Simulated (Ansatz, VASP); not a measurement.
## C: VASP beside Ansatz

```
C
1.0
     1.23460    0.71280   10.64347
    -1.23460    0.71280   10.64347
     0.00000   -1.42559   10.64347
C
10
Cartesian
  0.0000 0.0000 0.7927
  0.0000 0.0000 31.1377
  0.0000 0.0000 3.4702
  0.0000 0.0000 28.4602
  0.0000 0.0000 5.0567
  0.0000 0.0000 26.8737
  0.0000 0.0000 11.9694
  0.0000 0.0000 19.9610
  0.0000 0.0000 13.5806
  0.0000 0.0000 18.3498
```

Alike in both runs: task single point; functional PBE; k mesh 12 × 12 × 12; occupations gaussian, width 0.05 eV; no spin polarisation.

|  | VASP | Ansatz |
| --- | --- | --- |
| version | VASP 6.6.1 | Ansatz 0.2.0 |
| potentials or method | VASP PAW PBE potentials, release 64 (C), cutoff 520 eV | scalar-relativistic, plane waves, PAW |
| valence electrons in the cell | 40 | 40 |

```csv
,VASP,Ansatz,Ansatz less VASP
gap on the k mesh at the Fermi level (eV),4.34,4.34,+0.004
least direct gap on the mesh (eV),4.34,4.34,+0.004
pressure (GPa),8.1,7.4,-0.69
"traceless stress, the component that is largest in VASP (GPa)",-36.89,-36.66,+0.233
rms of the force components (eV/Å),0.031,0.024,-0.0070
```

Atom by atom the forces differ by 0.010 eV/Å (rms over components).
